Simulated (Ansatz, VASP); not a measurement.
# Two plane-wave programs on Y

Contents of POSCAR:

```
Y
1.0
    0.0000000000      2.5538707878      2.5538707878
    2.5538707878      0.0000000000      2.5538707878
    2.5538707878      2.5538707878      0.0000000000
Y
1
Direct
    0.0000000000      0.0000000000      0.0000000000
```

The input INCAR.step1:

```
PREC = Accurate
ENCUT = 520
ISMEAR = -1
SIGMA = 0.1
LREAL = False
LASPH = True
NELM = 150
MAGMOM = 0 0 0
LSORBIT = True
GGA_COMPAT = False
LMAXMIX = 4
NBANDS = 22
GGA = PE
ALGO = Normal
EDIFF = 1E-4
LWAVE = True
LCHARG = False
```

INCAR.step2

```
PREC = Accurate
ENCUT = 520
EDIFF = 1E-6
ISMEAR = -1
SIGMA = 0.1
LREAL = False
LASPH = True
NELM = 150
ALGO = Normal
ISIF = 2
LWAVE = False
LCHARG = True
MAGMOM = 0 0 0
LORBIT = 11
LSORBIT = True
GGA_COMPAT = False
LORBMOM = True
LMAXMIX = 4
METAGGA = R2SCAN
LMIXTAU = True
LVHAR = True
NBANDS = 22
ISTART = 1
```

KPOINTS

```
Automatic mesh
0
Gamma
  11 11 11
```

Input for Ansatz:

```yaml
crystal:
  lattice:
    - [0.0, 2.5538707878, 2.5538707878]
    - [2.5538707878, 0.0, 2.5538707878]
    - [2.5538707878, 2.5538707878, 0.0]
  atoms:
    - { symbol: "Y", position: [0.0, 0.0, 0.0] }
hamiltonian:
  xc: r2scan
  pseudopotentials:
    kind: paw_fr
    azcp:
      "Y": "pseudopotentials/Y.paw.azcp"
basis:
  ecutwfc: 500
  fft_grid_basis: typed
kpoints:
  mp_grid: { grid: [11, 11, 11], shift: [0, 0, 0] }
magnetization:
  noncollinear: true
  spin_orbit: true
scf:
  occupations: { method: fermi_dirac, width: 0.1 }
```

Alike in both runs: task single point; functional r2SCAN; k mesh 11 × 11 × 11; occupations fermi-dirac, width 0.1 eV; non-collinear spin, spin-orbit coupling.

|  | VASP | Ansatz |
| --- | --- | --- |
| version | VASP 6.6.1 | Ansatz 0.2.0 |
| potentials or method | VASP PAW PBE potentials, release 64 (Y_sv), cutoff 520 eV | plane waves (500 eV) with PAW, fully relativistic with spin-orbit coupling |
| valence electrons in the cell | 11 | 11 |

```tsv
	VASP	Ansatz	Ansatz less VASP
net moment per atom (μB)	0.00	0.00	0.000
```

VASP's potentials were made for PBE, not for r2SCAN.
